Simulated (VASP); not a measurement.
# Rh (Im-3m) in VASP: further runs

Runs on Rh. Level: BLYP. Tasks: single point.

Everything below comes from runs of VASP 6.6.1. Logs are shortened: lines on timing, memory, paths and dates and some standing lists are left out, and cuts for length are marked.

### 1 The cell of the first run

It takes space group Im-3m (No. 229, cubic). Conventional cell: a = 3.129 Å, b = 3.129 Å, c = 3.129 Å, α = 90.00°, β = 90.00°, γ = 90.00°. Rh (site symmetry m-3m) has 14 Rh at 2.71 to 3.13 Å within 3.6 Å.

### 2 Single point, BLYP

File INCAR:

```
PREC     = Accurate       # precision mode
ENCUT    = 520            # plane-wave cutoff, eV
EDIFF    = 1E-6           # SCF threshold, eV
ISMEAR   = -1             # smearing method
SIGMA    = 0.1            # smearing width, eV
LREAL    = False          # projectors in reciprocal space
LASPH    = True           # aspherical terms in the spheres
NELM     = 60             # most SCF steps
ALGO     = Normal         # electronic algorithm
ISIF     = 2              # what is computed and relaxed
LWAVE    = False          # write WAVECAR
LCHARG   = False          # write CHGCAR
GGA      = B5             # functional
ALDAX    = 1.0          
AGGAX    = 1.0          
AGGAC    = 1.0          
ALDAC    = 0.0          
NBANDS   = 14             # bands
```

File KPOINTS:

```
regular mesh
0
Gamma
  15 15 15
```

File POSCAR:

```
Rh
1.0
   -1.5645827244      1.5645827244      1.5645827244
    1.5645827244     -1.5645827244      1.5645827244
    1.5645827244      1.5645827244     -1.5645827244
Rh
1
Direct
    0.0000000000      0.0000000000      0.0000000000
```

Potentials or basis: VASP PAW PBE potentials, release 64 (Rh_pv).

Launch:

```
$ cat potpaw_PBE.64/Rh_pv/POTCAR > POTCAR
$ mpirun -np 1 vasp_std > vasp.out
```

OUTCAR:

```text
PREC = Accurate
   ENCUT = 520
   EDIFF = 1E-6
   ISMEAR = -1
   LREAL = False
   LASPH = True
   NELM = 60
   ISIF = 2
   GGA = B5

 ion  position               nearest neighbor table
   1  0.000  0.000  0.000-

  LATTYP: Found a body centered cubic cell.
 ALAT       =     3.1291654488

  Lattice vectors:

 A1 = (  -1.5645827244,   1.5645827244,   1.5645827244)
 A2 = (   1.5645827244,  -1.5645827244,   1.5645827244)
 A3 = (   1.5645827244,   1.5645827244,  -1.5645827244)

Analysis of symmetry for initial positions (statically):
=====================================================================
 Subroutine PRICEL returns:
 Original cell was already a primitive cell.

 Routine SETGRP: Setting up the symmetry group for a
 body centered cubic supercell.

 Subroutine GETGRP returns: Found 48 space group operations
 (whereof 48 operations were pure point group operations)
 out of a pool of 48 trial point group operations.

The static configuration has the point symmetry O_h .

Analysis of symmetry for dynamics (positions and initial velocities):
=====================================================================
 Subroutine PRICEL returns:
 Original cell was already a primitive cell.

 Routine SETGRP: Setting up the symmetry group for a
 body centered cubic supercell.

 Subroutine GETGRP returns: Found 48 space group operations
 (whereof 48 operations were pure point group operations)
 out of a pool of 48 trial point group operations.

The dynamic configuration has the point symmetry O_h .

 Subroutine INISYM returns: Found 48 space group operations
 (whereof 48 operations are pure point group operations),
 and found     1 'primitive' translations

----------------------------------------------------------------------------------------

                                     Primitive cell

  volume of cell :      15.3199

  direct lattice vectors                    reciprocal lattice vectors
    -1.564582724  1.564582724  1.564582724     0.000000000  0.319574026  0.319574026
     1.564582724 -1.564582724  1.564582724     0.319574026  0.000000000  0.319574026
     1.564582724  1.564582724 -1.564582724     0.319574026  0.319574026  0.000000000

  length of vectors
     2.709936771  2.709936771  2.709936771     0.451945922  0.451945922  0.451945922

  position of ions in fractional coordinates (direct lattice)
     0.000000000  0.000000000  0.000000000

  ion indices of the primitive-cell ions
   primitive index   ion index
                 1           1

----------------------------------------------------------------------------------------

 KPOINTS: regular mesh

Automatic generation of k-mesh.
 Grid dimensions read from file:
 generate k-points for:   15   15   15

 Generating k-lattice:

  Cartesian coordinates                     Fractional coordinates (reciprocal lattice)
     0.000000000  0.021304935  0.021304935     0.066666667  0.000000000  0.000000000
     0.021304935  0.000000000  0.021304935     0.000000000  0.066666667  0.000000000
     0.021304935  0.021304935  0.000000000     0.000000000  0.000000000  0.066666667

  Length of vectors
     0.030129728  0.030129728  0.030129728

  Shift w.r.t. Gamma in fractional coordinates (k-lattice)
     0.000000000  0.000000000  0.000000000

 Subroutine IBZKPT returns following result:
 ===========================================

 Found    120 irreducible k-points:

 Following reciprocal coordinates:
            Coordinates               Weight
  0.000000  0.000000  0.000000      1.000000
  0.066667  0.000000  0.000000     12.000000
  0.133333  0.000000  0.000000     12.000000
  0.200000  0.000000  0.000000     12.000000
  0.266667  0.000000  0.000000     12.000000
  0.333333  0.000000  0.000000     12.000000
[... 16 lines left out ...]
  0.333333  0.200000  0.000000     48.000000
  0.400000  0.200000  0.000000     24.000000
 [... further k-points ...]
   k-points           NKPTS =    120   k-points in BZ     NKDIM =    120   number of bands    NBANDS=     14
   number of dos      NEDOS =    301   number of ions     NIONS =      1
   total plane-waves  NPLWV =   8000
   dimension x,y,z NGX =    20 NGY =   20 NGZ =   20
   dimension x,y,z NGXF=    40 NGYF=   40 NGZF=   40
   ions per type =               1
   NGX,Y,Z   is equivalent  to a cutoff of  12.27, 12.27, 12.27 a.u.
   NGXF,Y,Z  is equivalent  to a cutoff of  24.54, 24.54, 24.54 a.u.
 SYSTEM =  unknown system
   PREC   = accura    normal or accurate (medium, high low for compatibility)
   ISTART =      0    job   : 0-new  1-cont  2-samecut
   ICHARG =      2    charge: 1-file 2-atom 10-const
   ISPIN  =      1    spin polarized calculation?
   LNONCOLLINEAR =      F non collinear calculations
   LSORBIT =      F    spin-orbit coupling
   LASPH  =      T    aspherical Exc in radial PAW
   ENCUT  =  520.0 eV  38.22 Ry    6.18 a.u.   5.04  5.04  5.04*2*pi/ulx,y,z
   NELM   =     60;   NELMIN=  2; NELMDL= -5     # of ELM steps
   EDIFF  = 0.1E-05   stopping-criterion for ELM
   LREAL  =      F    real-space projection
   EDIFFG = 0.1E-04   stopping-criterion for IOM
   NSW    =      0    number of steps for IOM
   IBRION =     -1    ionic relax: 0-MD 1-quasi-New 2-CG
   NFREE  =      0    steps in history (QN), initial steepest desc. (CG)
   ISIF   =      2    stress and relaxation
   ISYM   =      2    0-nonsym 1-usesym 2-fastsym
   POTIM  = 0.5000    time-step for ionic-motion
   TEBEG  =    0.0;   TEEND  =   0.0 temperature during run
   PSTRESS=    0.0 pullay stress
   NELECT =      15.0000    total number of electrons
   NUPDOWN=      -1.0000    fix difference up-down
   EMIN   =  10.00;   EMAX   =-10.00  energy-range for DOS
   EFERMI =   0.00;   METHOD = LEGACY
   ISMEAR =    -1;   SIGMA  =   0.10  broadening in eV -4-tet -1-fermi 0-gaus
   EFERMI_NEDOS =   21; number of points for ismear=-14 and -15
   IALGO  =     38    algorithm
   IMIX   =      4    mixing-type and parameters
     AMIX     =   0.40;   BMIX     =  1.00
     AMIX_MAG =   1.60;   BMIX_MAG =  1.00
  volume/ion in A,a.u.               =      15.32       103.38
  Fermi-wavevector in a.u.,A,eV,Ry     =   1.625624  3.071984 35.955475  2.642653
  Thomas-Fermi vector in A             =   2.718717
   LORBIT       =      0    0 simple, 1 ext, 2 COOP (PROOUT), +10 PAW based schemes
   GGA     = B5    functional components
   LHFCALC =     F    Hartree Fock is set to
   AEXX    =    0.0000 exact exchange contribution
   IVDW    =     0    specifies the selected vdW correction
   LEPSILON=     F    determine dielectric tensor
   LRPA    =     F    only Hartree local field effects (RPA)
 non-spin polarized calculation
  energy-cutoff  :      520.00
  volume of cell :       15.32
 maximum number of plane-waves:       423
   NGX =  9   NGY =  9   NGZ =  9

 number of electron      15.0000001 magnetization

 Free energy of the ion-electron system (eV)
  ---------------------------------------------------
  ext. energy  EPLUGINS =         0.00000000
  ---------------------------------------------------
  free energy    TOTEN  =        -5.89528816 eV

  energy without entropy =       -5.81652839  energy(sigma->0) =       -5.85590827

 E-fermi :  10.4080     XC(G=0): -12.6985

 val. band max:       10.3757997974   @ k =   0.4000   0.1333   0.0667
 cond. band min:      10.4286643029   @ k =   0.2667   0.2000   0.0000
 fundamental gap:      0.0528645055
 Fermi energy:        10.4079988062

 k-point     1 :       0.0000    0.0000    0.0000
  band No.  band energies     occupation
      1     -35.3213      2.00000
      2     -35.3213      2.00000
      3     -35.3213      2.00000
      4       3.5561      2.00000
      5       7.8658      2.00000
      6       7.8658      2.00000
      7       7.8658      2.00000
      8      10.0044      1.96528
      9      10.0044      1.96528
     10      28.9884      0.00000
     11      28.9884      0.00000
     12      28.9884      0.00000
     13      31.3848      0.00000
     14      38.0520      0.00000

 k-point     2 :       0.0667    0.0000    0.0000
  band No.  band energies     occupation
      1     -35.3444      2.00000
      2     -35.3291      2.00000
      3     -35.3212      2.00000
      4       3.7277      2.00000
      5       7.8024      2.00000
      6       7.8673      2.00000
      7       7.9965      2.00000
      8       9.9273      1.98379
      9      10.0089      1.96369
     10      28.9997      0.00000
     11      29.0407      0.00000
     12      29.2202      0.00000
     13      31.3834      0.00000
     14      36.4370      0.00000

 k-point     3 :       0.1333    0.0000    0.0000
  band No.  band energies     occupation
      1     -35.4096      2.00000
      2     -35.3512      2.00000
      3     -35.3210      2.00000
      4       4.2123      2.00000
      5       7.6273      2.00000
      6       7.8663      2.00000
      7       8.3784      2.00000
      8       9.7614      1.99689
      9      10.0252      1.95743
     10      28.7429      0.00000
     11      29.0134      0.00000
     12      29.8860      0.00000
     13      31.3813      0.00000
     14      34.9419      0.00000
[... 324 lines left out ...]
 k-point    23 :       0.3333    0.2000    0.0000
  band No.  band energies     occupation
      1     -35.7707      2.00000
      2     -35.5524      2.00000
      3     -35.3718      2.00000
      4       6.1066      2.00000
      5       6.8994      2.00000
      6       8.5023      2.00000
      7       9.8527      1.99227
      8      10.5540      0.37696
      9      14.7582      0.00000
     10      19.8984      0.00000
     11      23.0841      0.00000
     12      27.5048      0.00000
     13      31.3881      0.00000
     14      33.4318      0.00000

 k-point    24 :       0.4000    0.2000    0.0000
  band No.  band energies     occupation
      1     -35.7791      2.00000
      2     -35.5673      2.00000
      3     -35.3727      2.00000
      4       6.0607      2.00000
      5       6.8699      2.00000
      6       8.6377      2.00000
      7       9.9073      1.98670
      8      10.6385      0.18144
      9      15.6960      0.00000
     10      18.7453      0.00000
     11      22.8103      0.00000
     12      27.3239      0.00000
     13      31.3878      0.00000
     14      33.9686      0.00000

 [... further k-points ...]
[... 5 lines left out ...]
  --------------------------------------------------------------------------------------
  -------------------------------------------------------------------------------------
  Total        0.0431473      0.0431473      0.0431473     -0.0000000     -0.0000000      0.0000000
  in kB        4.5124122      4.5124122      4.5124122     -0.0000000     -0.0000000      0.0000000
  external PRESSURE =       4.5124122 kB  Pullay stress =       0.0000000 kB

 VOLUME and BASIS-vectors are now :
 -----------------------------------------------------------------------------
  energy-cutoff  :      520.00
  volume of cell :       15.32
      direct lattice vectors                 reciprocal lattice vectors
    -1.564582724  1.564582724  1.564582724     0.000000000  0.319574026  0.319574026
     1.564582724 -1.564582724  1.564582724     0.319574026  0.000000000  0.319574026
     1.564582724  1.564582724 -1.564582724     0.319574026  0.319574026  0.000000000

 POSITION                                       TOTAL-FORCE (eV/Angst)
 -----------------------------------------------------------------------------------
      0.00000      0.00000      0.00000         0.000000      0.000000      0.000000
 -----------------------------------------------------------------------------------
    total drift:                                0.000000     -0.000000      0.000000

  FREE ENERGIE OF THE ION-ELECTRON SYSTEM (eV)
  ---------------------------------------------------
  free  energy   TOTEN  =        -5.8952881584 eV

  energy  without entropy=       -5.8165283870  energy(sigma->0) =       -5.85590827
```

Run time: 14 s. Hardware: 1 thread of Intel Xeon 6975P-C, shared host; peak memory 0.14 GiB.

What came out:

* Free energy: -5.8953 eV
* Pressure: 0.5 GPa

Caveat: the PAW data sets were made with another functional, which shifts forces and pressure a little.

### 3 Single point, BLYP (volume scaled by 0.88)

File INCAR:

```
SYSTEM = Rh
PREC = Accurate
ENCUT = 520
EDIFF = 1E-7
ISMEAR = -1
SIGMA = 0.1
LREAL = .False.
LASPH = .True.
NELM = 100
ALGO = Normal
ISIF = 2
LWAVE = .False.
LCHARG = .True.
GGA = B5
ALDAX = 1.0
AGGAX = 1.0
AGGAC = 1.0
ALDAC = 0.0
LELF = .True.
LVHAR = .True.
NBANDS = 14
```

File KPOINTS:

```
regular mesh
0
Gamma
  16 16 16
  0 0 0
```

File POSCAR:

```
Rh
1.0
   -1.4993145468      1.4993145468      1.4993145468
    1.4993145468     -1.4993145468      1.4993145468
    1.4993145468      1.4993145468     -1.4993145468
Rh
1
Direct
    0.0000000000      0.0000000000      0.0000000000
```

Potentials or basis: VASP PAW PBE potentials, release 64 (Rh_pv).

Launch:

```
$ cat potpaw_PBE.64/Rh_pv/POTCAR > POTCAR
$ mpirun -np 1 vasp_std > vasp.out
```

Run time: 18 s. Hardware: 1 thread of Intel Xeon 6975P-C, shared host; peak memory 0.14 GiB.

The run converged. Its results:

| Quantity | Value |
| --- | --- |
| Free energy | -5.7145 eV |
| Pressure | 35.1 GPa |

Levels at points of the mesh, in eV from the Fermi level:
```csv
k point,band 5,band 6,band 7,band 8,band 9,band 10,band 11,band 12
"(0.00, 0.00, 0.00)",-3.06,-3.06,-3.06,-0.50,-0.50,18.81,18.81,18.81
"(0.50, 0.00, 0.00)",-4.64,-0.55,-0.13,1.63,1.72,9.87,14.96,18.99
"(0.50, 0.50, 0.50)",-6.09,1.18,1.18,1.18,9.88,9.88,9.88,20.02
```

Caveat: the PAW data sets were made with another functional, which shifts forces and pressure a little.

### 4 Single point, BLYP (volume scaled by 0.92)

File INCAR:

```
PREC = Accurate
ENCUT = 520
EDIFF = 1E-6
ISMEAR = -1
SIGMA = 0.1
LREAL = F
LASPH = T
NELM = 60
ALGO = Normal
ISIF = 2
LWAVE = F
LCHARG = F
GGA = B5
ALDAX = 1.0
AGGAX = 1.0
AGGAC = 1.0
ALDAC = 0.0
NBANDS = 14
```

File KPOINTS:

```
regular mesh
0
Gamma
  16 16 16
```

File POSCAR:

```
Rh
1.0
   -1.5216956755      1.5216956755      1.5216956755
    1.5216956755     -1.5216956755      1.5216956755
    1.5216956755      1.5216956755     -1.5216956755
Rh
1
Direct
    0.0000000000      0.0000000000      0.0000000000
```

Potentials or basis: VASP PAW PBE potentials, release 64 (Rh_pv).

Launch:

```
$ cat potpaw_PBE.64/Rh_pv/POTCAR > POTCAR
$ mpirun -np 1 vasp_std > vasp.out
```

OUTCAR:

```text
PREC = Accurate
   ENCUT = 520
   EDIFF = 1E-6
   ISMEAR = -1
   LREAL = F
   LASPH = T
   NELM = 60
   ISIF = 2
   GGA = B5

 ion  position               nearest neighbor table
   1  0.000  0.000  0.000-

  LATTYP: Found a body centered cubic cell.
 ALAT       =     3.0433913510

  Lattice vectors:

 A1 = (  -1.5216956755,   1.5216956755,   1.5216956755)
 A2 = (   1.5216956755,  -1.5216956755,   1.5216956755)
 A3 = (   1.5216956755,   1.5216956755,  -1.5216956755)

[... 575 lines left out ...]
      5       7.9745      2.00000
      6       9.1018      2.00000
      7      10.9243      1.99969
      8      11.8065      0.97953
      9      14.2133      0.00000
     10      25.0321      0.00000
     11      26.6003      0.00000
     12      30.5744      0.00000
     13      32.6188      0.00000
     14      34.4886      0.00000

 [... further k-points ...]
[... 5 lines left out ...]
  --------------------------------------------------------------------------------------
  -------------------------------------------------------------------------------------
  Total        1.8116772      1.8116772      1.8116772      0.0000000      0.0000000      0.0000000
  in kB      205.9434488    205.9434488    205.9434488      0.0000000      0.0000000      0.0000000
  external PRESSURE =     205.9434488 kB  Pullay stress =       0.0000000 kB

 VOLUME and BASIS-vectors are now :
 -----------------------------------------------------------------------------
  energy-cutoff  :      520.00
  volume of cell :       14.09
      direct lattice vectors                 reciprocal lattice vectors
    -1.521695675  1.521695675  1.521695675     0.000000000  0.328580812  0.328580812
     1.521695675 -1.521695675  1.521695675     0.328580812  0.000000000  0.328580812
     1.521695675  1.521695675 -1.521695675     0.328580812  0.328580812  0.000000000

 POSITION                                       TOTAL-FORCE (eV/Angst)
 -----------------------------------------------------------------------------------
      0.00000      0.00000      0.00000         0.000000      0.000000     -0.000000
 -----------------------------------------------------------------------------------
    total drift:                                0.000000      0.000000      0.000000

  FREE ENERGIE OF THE ION-ELECTRON SYSTEM (eV)
  ---------------------------------------------------
  free  energy   TOTEN  =        -5.8202729075 eV

  energy  without entropy=       -5.7463152435  energy(sigma->0) =       -5.78329408
```

It took 18 s on 1 thread of Intel Xeon 6975P-C, shared host; peak memory 0.14 GiB.

What came out:

```
Free energy : -5.8203 eV
Pressure    : 20.6 GPa
```

Caveat: the PAW data sets were made with another functional, which shifts forces and pressure a little.

### 5 The runs side by side

```csv
cell,k mesh,gap on the mesh (eV),pressure (GPa)
"a = 2.710 Å, angles 109.5°, 1 atom",15 × 15 × 15,none,0.5
"a = 2.597 Å, angles 109.5°, 1 atom",16 × 16 × 16,none,35.1
"a = 2.636 Å, angles 109.5°, 1 atom",16 × 16 × 16,none,20.6
```

Alike in all rows: task single point; level BLYP; potentials or basis VASP PAW PBE potentials, release 64 (Rh_pv); no spin polarisation; cutoff (eV) 520; smearing fermi-dirac 0.1 eV.

Caveats: the PAW data sets were made with another functional, which shifts forces and pressure a little.

Total energies depend on the potentials used, so only differences within one code and one set of settings carry meaning.
